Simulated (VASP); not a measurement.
The system is Co.

```
Co
1.0
     2.50904    0.00000    0.00000
    -1.25452    2.17289    0.00000
     0.00000    0.00000    4.06465
Co
2
Direct
  0.33333 0.66667 0.25000
  0.66667 0.33333 0.75000
```

```yaml
Program: VASP 6.6.1
Task: relaxation of cell and atoms
Functional: PBEsol
Potentials_or_basis: VASP PAW PBE potentials, release 64 (Co)
Cutoff: 600 eV
k_mesh: 17 × 17 × 9
Occupations: fermi-dirac, width 0.1 eV
Spin: collinear spin, ferromagnetic start
Starting_moments: "[1.7, 1.7] μB"
```

At the start: pressure -14.2 GPa; volume 11.08 Å³/atom.

Q: Where does the relaxation end?

A: Over 10 steps the energy falls by 35.0 meV/atom and the volume is 10.34 Å³/atom (-6.7 %); space group P6_3/mmc (No. 194, to 0.05 Å); moment 3.13 μB per cell.

Step by step:
```
step  energy change (eV)  largest force (eV/Å)  pressure (GPa)  volume (Å³)
   1              0.0000                0.0000          -14.17        22.16
   2              0.0249                0.0000           21.60        19.16
   3             -0.0700                0.0000           -0.26        20.70
   4             -0.0700                0.0000            0.04        20.67
   5             -0.0700                0.0000            0.09        20.67
   6             -0.0700                0.0000            0.08        20.67
   7             -0.0700                0.0000            0.09        20.67
   8             -0.0700                0.0000            0.09        20.67
   9             -0.0700                0.0000            0.09        20.67
  10             -0.0700                0.0000           -0.07        20.68
```

Final structure:
```
CELL_PARAMETERS angstrom
2.45412 0.00000 0.00000
-1.22706 2.12533 0.00000
0.00000 0.00000 3.96554
ATOMIC_POSITIONS crystal
Co 0.33333 0.66667 0.25000
Co 0.66667 0.33333 0.75000
```

Caveat: the PAW data sets were made with another functional, which shifts forces and pressure a little.
